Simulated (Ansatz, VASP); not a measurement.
# ZrB6 in VASP and in Ansatz

```xyz
7
Lattice="5.5185 0.0000 0.0000 -2.7593 4.7792 0.0000 0.0000 0.0000 3.1415" Properties=species:S:1:pos:R:3 pbc="T T T"
Zr    0.0000    0.0000    0.0000
B     0.0000    2.1890    0.0000
B     0.8635    3.6847    0.0000
B    -0.8635    3.6847    0.0000
B     2.7593    2.5902    0.0000
B     1.8957    1.0945    0.0000
B     3.6228    1.0945    0.0000
```

Alike in both runs: functional PBE; k mesh 6 × 6 × 4; occupations gaussian, width 0.1 eV; no spin polarisation.

Ansatz relaxed the structure, and its values are those at the end. VASP's run is a single point on that final structure, the one shown.

```csv
,VASP,Ansatz
version,VASP 6.6.1,Ansatz 0.2.0
potentials or method,"VASP PAW PBE potentials, release 64 (Zr_sv, B), cutoff 500 eV","scalar-relativistic, plane waves, PAW"
valence electrons in the cell,30,30
```

```tsv
	VASP	Ansatz	Ansatz less VASP
gap on the k mesh at the Fermi level (eV)	none	none	-
pressure (GPa)	0.1	0.1	-0.01
```

A gap of «none» marks a metal or a gap that the smearing closes.

The k mesh is coarse, so the values compare programs but aren't converged.
